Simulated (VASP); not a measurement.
The system is SrO.

```
CELL_PARAMETERS angstrom
0.00000 2.65295 2.99359
2.65295 0.00000 2.99359
2.65295 2.65295 0.00000
ATOMIC_POSITIONS crystal
Sr 0.00000 0.00000 0.00000
O 0.25000 0.25000 0.25000
```

This cell differs from its parent crystal: epitaxial xy strain -5.0%.

Base run:

```yaml
Program: VASP 6.6.1
Functional: PBE
Potentials_or_basis: VASP PAW PBE potentials, release 64 (Sr_sv, O)
Cutoff: 520 eV
k_mesh: 8 × 8 × 8
Occupations: fermi-dirac, width 0.02 eV
Spin: no spin polarisation
```

Its results: band gap on the k mesh 2.54 eV, indirect (least direct gap 3.43 eV); pressure 3.2 GPa.

**Question.** The run is repeated on the same cell with these changes: functional from PBE to r2SCAN; occupations from fermi-dirac, width 0.02 eV to gaussian, width 0.01 eV. What comes out?

**Answer.** Band gap on the k mesh 2.94 eV, indirect (least direct gap 3.82 eV); pressure 2.2 GPa.

Caveats: the PAW data sets were made with another functional, which shifts forces and pressure a little (some runs).

A k mesh can miss the band edges.
